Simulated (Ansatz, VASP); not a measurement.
One calculation of S, two programs

```
S
1.0
     2.21885    0.00000    0.00000
     0.00000    2.59600    0.00000
     0.00000    0.00000    3.78321
S
1
Direct
  0.50000 0.00000 0.00000
```

Alike in both runs: task relaxation of cell and atoms; functional PBE; k mesh 24 × 22 × 14; occupations gaussian, width 0.1 eV; no spin polarisation.

|  | VASP | Ansatz |
| --- | --- | --- |
| version | VASP 6.6.1 | Ansatz 0.2.0 |
| potentials or method | VASP PAW PBE potentials, release 64 (S), cutoff 600 eV | scalar-relativistic, plane waves, PAW |
| valence electrons in the cell | 6 | 6 |

```csv
,VASP,Ansatz,Ansatz less VASP
"gap on the k mesh at the Fermi level, each at its own relaxed structure (eV)",none,none,-
relaxed volume (Å³/atom),24.51,25.10,+0.586
relaxed cell length with the largest relative difference (Å),4.385,4.480,+0.0956
```

A gap of «none» marks a metal or a gap that the smearing closes.
